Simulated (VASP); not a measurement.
Set up this calculation in VASP 6.6.1, as the native input.

```
Task                   : single point
Functional             : PBE
Potentials or basis    : VASP PAW PBE potentials, release 64 (Mg, O)
Cutoff                 : 520 eV
k mesh                 : 10 × 10 × 10
Occupations            : gaussian, width 0.02 eV
Spin                   : no spin polarisation
Dipole correction      : no
Further INCAR settings : ALGO = Normal; EDIFF = 1e-07; NBANDS = 11
```

The structure of MgO lies in POSCAR:

```
MgO
1.0
    0.0000000000      2.1267339561      2.1267339561
    2.1267339561      0.0000000000      2.1267339561
    2.1267339561      2.1267339561      0.0000000000
Mg O
1 1
Direct
    0.5000000000      0.5000000000      0.5000000000
    0.0000000000      0.0000000000      0.0000000000
```

These files were run (other wordings do the same):

INCAR

```
  PREC = Accurate
  ENCUT = 520
  EDIFF = 1E-7
  ISMEAR = 0
  SIGMA = 0.02
  LREAL = False
  LASPH = True
  NELM = 80
  ALGO = Normal
  ISIF = 2
  LWAVE = False
  LCHARG = False
  GGA = PE
  NBANDS = 11
```

KPOINTS

```
Automatic mesh
0
Gamma
  10 10 10
```

Potentials or basis: VASP PAW PBE potentials, release 64 (Mg, O).

Run with:

```console
$ cat potpaw_PBE.64/Mg/POTCAR potpaw_PBE.64/O/POTCAR > POTCAR
$ mpirun -np 1 vasp_std > vasp.out
```

It gave:

- Pressure: -0.7 GPa
- Band gap on the k mesh: 4.45 eV

Run time: 16 s on 1 thread of Intel(R) Xeon(R) Platinum 8259CL CPU @ 2.50GHz (Skylake/Cascade Lake), on a shared host, peak memory 0.14 GiB.
